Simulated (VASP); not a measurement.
# Si16Ge (a cell with a defect) in VASP: notebook, part 2 of 2

VASP 6.6.1. Earlier steps stand in the parts before.

### Step 3. Single point, PBE

Input file INCAR:

```
SYSTEM = Si16Ge
PREC = Accurate
ENCUT = 520
EDIFF = 1E-6
ISMEAR = 0
SIGMA = 0.05
LREAL = Auto
LASPH = .TRUE.
NELM = 100
ALGO = Normal
ISIF = 2
LWAVE = .FALSE.
LCHARG = .FALSE.
GGA = PE
NBANDS = 53
```

Input file KPOINTS:

```
regular mesh
0
G
  2 2 2
  0 0 0
```

Input file POSCAR:

```
Si16Ge
1.0
    0.0000000000      5.4300000000      5.4300000000
    5.4300000000      0.0000000000      5.4300000000
    5.4300000000      5.4300000000      0.0000000000
Si Ge
16 1
Direct
   -0.0078243094     -0.0078360958     -0.0008688766
    0.0811323204      0.1420660221      0.1344872007
   -0.0069895948     -0.0001884899      0.5071372928
    0.1344129834      0.1087304788      0.6280835175
   -0.0078268877      0.5162782689     -0.0008685083
    0.1283607735      0.6224657459      0.1264552486
    0.0373436464      0.4818944751      0.4986460405
    0.1344174033      0.6285442910      0.6280872007
    0.4497489871      0.0258476980     -0.0016753223
    0.6134721915      0.1063401473      0.1165355433
    0.5060842541     -0.0213048803      0.5036255064
    0.6153882136      0.1244556169      0.6355007366
    0.4969632597      0.5128004604     -0.0228588398
    0.6134723757      0.6634097606      0.1164895028
    0.5060875691      0.5113969613      0.5035825967
    0.6639680479      0.6118553407      0.6120851750
    0.6756355433      0.2875907919      0.2489355433
```

Potentials or basis: VASP PAW PBE potentials, release 64 (Si, Ge_d).

On the command line:

```bash
> cat potpaw_PBE.64/Si/POTCAR potpaw_PBE.64/Ge_d/POTCAR > POTCAR
> mpirun -np 1 vasp_std > vasp.out
```

OUTCAR:

```text
SYSTEM = Si16Ge
   PREC = Accurate
   ENCUT = 520
   EDIFF = 1E-6
   ISMEAR = 0
   LREAL = Auto
   LASPH = .TRUE.
   NELM = 100
   ISIF = 2
   GGA = PE

 ion  position               nearest neighbor table
   1  0.992  0.992  0.999-   6 2.32   4 2.33   2 2.36  10 2.38  17 2.98
   2  0.081  0.142  0.134-   9 2.31   3 2.35   5 2.36   1 2.36  17 2.55
   3  0.993  1.000  0.507-   8 2.33   4 2.33   2 2.35  12 2.37
   4  0.134  0.109  0.628-   1 2.33  11 2.33   3 2.33   7 2.35
   5  0.992  0.516  0.999-   6 2.32   8 2.33   2 2.36  14 2.38  17 2.98
   6  0.128  0.622  0.126-  13 2.32   1 2.32   5 2.32   7 2.34
   7  0.037  0.482  0.499-  16 2.34   6 2.34   4 2.35   8 2.35
[... 655 lines left out ...]
  Total       11.9499802     13.1202941     11.9518607      1.0908127     -1.0928302      0.9739871
  in kB       59.7927163     65.6484790     59.8021257      5.4579719     -5.4680664      4.8734254
  external PRESSURE =      61.7477737 kB  Pullay stress =       0.0000000 kB

 VOLUME and BASIS-vectors are now :
 -----------------------------------------------------------------------------
  energy-cutoff  :      520.00
  volume of cell :      320.21
      direct lattice vectors                 reciprocal lattice vectors
     0.000000000  5.430000000  5.430000000    -0.092081031  0.092081031  0.092081031
     5.430000000  0.000000000  5.430000000     0.092081031 -0.092081031  0.092081031
     5.430000000  5.430000000  0.000000000     0.092081031  0.092081031 -0.092081031

 POSITION                                       TOTAL-FORCE (eV/Angst)
 -----------------------------------------------------------------------------------
     10.81273     10.81280     10.77496         0.030171      0.005945      0.020998
      1.50168      1.17081      1.21197        -0.087666      0.013607      0.087066
      8.18273      8.14580     10.82102         0.012385     -0.062140     -0.012526
      4.00090      4.14036      1.32027         0.010689     -0.034298     -0.004433
      8.22868     10.81278      8.19089        -0.020676      0.005974     -0.030098
      4.06664      1.38365      4.07699        -0.027574     -0.048279      0.028269
[... 9 lines left out ...]
      6.64600      6.92897      6.92772         0.087973     -0.075115     -0.088376
      2.91334      5.02042      5.23032        -0.201911      0.526583      0.202272
 -----------------------------------------------------------------------------------
    total drift:                               -0.001086      0.003133      0.000050

  FREE ENERGIE OF THE ION-ELECTRON SYSTEM (eV)
  ---------------------------------------------------
  free  energy   TOTEN  =       -86.4445547764 eV

  energy  without entropy=      -86.4348618954  energy(sigma->0) =      -86.43970834
```

It took 3.6 min on 1 thread of AMD EPYC 9R45 (Zen 5), shared host; peak memory 0.46 GiB.

Results:

* Free energy: -86.4446 eV
* Pressure: 6.2 GPa
* Largest force: 0.599 eV/Å
* Band gap on the k mesh: zero (band 39 reaches 6.99 eV, above the bottom of band 40 at 6.68 eV)

Forces in eV/Å, atoms in the order of the input:
```
Si   0.030  0.006  0.021
Si  -0.088  0.014  0.087
Si   0.012 -0.062 -0.013
Si   0.011 -0.034 -0.004
Si  -0.021  0.006 -0.030
Si  -0.028 -0.048  0.028
Si   0.054 -0.161 -0.054
Si   0.004 -0.034 -0.011
Si  -0.024  0.003  0.024
Si   0.056  0.016  0.000
Si   0.038 -0.010 -0.013
Si   0.048 -0.048 -0.048
Si   0.007 -0.103 -0.008
Si   0.000  0.015 -0.056
Si   0.013 -0.010 -0.038
Si   0.088 -0.075 -0.088
Ge  -0.202  0.527  0.202
```

Caveat: the k points lie up to 0.50 Å⁻¹ apart.

### Step 4. Single point, PBE

Input file INCAR:

```
SYSTEM = Si16Ge
ALGO = Normal ; EDIFF = 1E-7
ENCUT = 520 ; GGA = PE
ISIF = 2 ; ISMEAR = 0
LASPH = .TRUE. ; LCHARG = .TRUE.
LELF = .TRUE. ; LREAL = Auto
LVHAR = .TRUE. ; LWAVE = .FALSE.
NBANDS = 53 ; NELECT = 66.0
NELM = 60 ; PREC = Accurate
SIGMA = 0.05
```

Input file KPOINTS:

```
k-points
0
G
  2 2 2
  0 0 0
```

Input file POSCAR:

```
Si16Ge
1.0
    0.0000000000      5.4300000000      5.4300000000
    5.4300000000      0.0000000000      5.4300000000
    5.4300000000      5.4300000000      0.0000000000
Si Ge
16 1
Direct
   -0.0088773481     -0.0317445672      0.0249653775
    0.1391488029      0.1191777164      0.1217773481
    0.0274964088     -0.0110312155      0.4939967772
    0.1376252302      0.0934738490      0.6489532228
   -0.0088801105      0.5149287293      0.0250871087
    0.0938332413      0.5963746777      0.2128450276
    0.0011466851      0.4582680479      0.5819527624
    0.1377014733      0.6194014733      0.6490821363
    0.4947512891      0.0492984346     -0.0938413444
    0.6012151013      0.1182173112      0.0957558011
    0.5086007366     -0.0085615101      0.4714381215
    0.6589269797      0.1477470534      0.5452866483
    0.4599684162      0.5200376611     -0.0008232965
    0.6013002762      0.6842455801      0.0954566298
    0.5085753223      0.5282541436      0.4711583794
    0.6367339779      0.6169151934      0.6287953039
    0.7501885820      0.2977412523      0.1536285451
```

On the command line:

```bash
> cat potpaw_PBE.64/Si/POTCAR potpaw_PBE.64/Ge_d/POTCAR > POTCAR
> mpirun -np 1 vasp_std > vasp.out
```

Run time: 5.6 min. Hardware: 1 thread of Intel Xeon 6975P-C, shared host; peak memory 0.5 GiB.

Results (log left out):

| Item | Value |
| --- | --- |
| Free energy | -154.4315 eV |
| Largest force | 0.482 eV/Å |

Forces in eV/Å, atoms in the order of the input:
```
Si   0.051  0.028 -0.037
Si   0.097  0.212 -0.099
Si  -0.138  0.045  0.137
Si   0.093  0.047 -0.073
Si   0.037  0.029 -0.051
Si   0.026 -0.032 -0.027
Si   0.210  0.380 -0.208
Si   0.073  0.047 -0.093
Si  -0.104 -0.329  0.102
Si  -0.092 -0.345 -0.183
Si  -0.240 -0.127  0.034
Si  -0.006  0.324  0.009
Si   0.060 -0.199 -0.061
Si   0.182 -0.346  0.090
Si  -0.035 -0.129  0.241
Si  -0.140  0.016  0.139
Ge  -0.076  0.379  0.079
```

Levels at points of the mesh, in eV from the Fermi level:
```
           k point  band 32  band 33  band 34  band 35  band 36  band 37
(0.00, 0.00, 0.00)     0.30     0.44     0.45     0.73     1.23     1.39
(0.50, 0.00, 0.00)    -0.40    -0.26     0.06     0.56     0.70     0.83
(0.00, 0.50, 0.00)    -0.48    -0.22    -0.03     0.60     0.64     0.76
(0.00, 0.00, 0.50)    -0.45    -0.04     0.42     0.69     0.73     0.88
(0.50, 0.50, 0.50)    -0.48    -0.22    -0.03     0.60     0.64     0.76
(0.50, 0.50, 0.00)    -0.32    -0.30    -0.15     0.13     0.33     0.49
(0.00, 0.50, 0.50)    -0.32    -0.30    -0.15     0.13     0.33     0.49
(0.50, 0.00, 0.50)    -0.28    -0.20    -0.02     0.10     0.31     0.49
```

Caveat: the k points lie up to 0.50 Å⁻¹ apart; the cell carries a net charge on a neutralising background, which shifts energy and pressure; the cell is charged against a uniform background, so pressure and absolute levels hang on convention.

### Step 5. Single point, PBE

Input file INCAR:

```
  ALGO = Normal
  EDIFF = 1E-6
  ENCUT = 520
  GGA = PE
  ISIF = 2
  ISMEAR = 0
  LASPH = T
  LCHARG = F
  LREAL = Auto
  LWAVE = F
  NBANDS = 53
  NELECT = 66.0
  NELM = 80
  PREC = Accurate
  SIGMA = 0.05
```

Input file KPOINTS:

```
k-points
0
Gamma
  2 2 2
```

Input file POSCAR:

```
Si16Ge
1.0
    0.0000000000      5.4300000000      5.4300000000
    5.4300000000      0.0000000000      5.4300000000
    5.4300000000      5.4300000000      0.0000000000
Si Ge
16 1
Direct
   -0.0293630755     -0.0080197974      0.0091435543
    0.0440184162      0.1481806630      0.1594241252
   -0.0068471455     -0.0105464088      0.5277766114
    0.1476184162      0.0941987109      0.6381994475
   -0.0293564457      0.5280418969      0.0091593923
    0.1289708103      0.6176096685      0.1356350829
    0.0816414365      0.4590265193      0.5002114180
    0.1476521179      0.6198287293      0.6382281768
    0.4055774401      0.0488214549     -0.0033895948
    0.5951133517      0.1179883057      0.1029916206
    0.5236890424     -0.0319534991      0.4931063536
    0.6209792818      0.1189534991      0.6410137201
    0.4995139963      0.5197694291     -0.0393405157
    0.5951279926      0.6837289134      0.1028705341
    0.5237039595      0.5150643646      0.4929835175
    0.7127356354      0.5963183241      0.5944089319
    0.6519500000      0.2976560773      0.2525301105
```

On the command line:

```bash
> cat potpaw_PBE.64/Si/POTCAR potpaw_PBE.64/Ge_d/POTCAR > POTCAR
> mpirun -np 1 vasp_std > vasp.out
```

It took 4.5 min on 1 thread of Intel Xeon 6975P-C, shared host; peak memory 0.5 GiB.

The run converged. Its results:

```
Free energy   : -154.4205 eV
Largest force : 0.508 eV/Å
```

Forces on the atoms (eV/Å):
```
Si   0.020 -0.126 -0.235
Si  -0.023  0.337  0.023
Si   0.134  0.059 -0.135
Si  -0.062  0.043  0.090
Si   0.235 -0.126 -0.021
Si   0.136  0.015 -0.136
Si  -0.226  0.395  0.226
Si  -0.090  0.043  0.062
Si   0.127 -0.335 -0.127
Si  -0.179 -0.344 -0.099
Si  -0.031  0.025  0.060
Si  -0.093  0.197  0.094
Si  -0.058 -0.189  0.058
Si   0.098 -0.344  0.179
Si  -0.060  0.024  0.031
Si  -0.016 -0.043  0.015
Ge   0.087  0.367 -0.086
```

Levels at points of the mesh, in eV from the Fermi level:
```
           k point  band 31  band 32  band 33  band 34  band 35  band 36  band 37  band 38
(0.00, 0.00, 0.00)     0.26     0.30     0.44     0.45     0.73     1.23     1.39     1.47
(0.50, 0.00, 0.00)    -0.62    -0.45    -0.04     0.42     0.69     0.73     0.88     0.96
(0.00, 0.50, 0.00)    -0.52    -0.49    -0.22    -0.03     0.60     0.64     0.76     1.28
(0.00, 0.00, 0.50)    -0.50    -0.39    -0.26     0.06     0.56     0.70     0.83     1.20
(0.50, 0.50, 0.50)    -0.52    -0.49    -0.22    -0.03     0.60     0.64     0.76     1.28
(0.50, 0.50, 0.00)    -0.55    -0.32    -0.30    -0.15     0.13     0.32     0.48     1.33
(0.00, 0.50, 0.50)    -0.55    -0.32    -0.30    -0.15     0.13     0.32     0.48     1.33
(0.50, 0.00, 0.50)    -0.54    -0.29    -0.20    -0.02     0.09     0.31     0.49     1.13
```

Caveat: the k points lie up to 0.50 Å⁻¹ apart; the cell carries a net charge on a neutralising background, which shifts energy and pressure; the cell is charged against a uniform background, so pressure and absolute levels hang on convention.
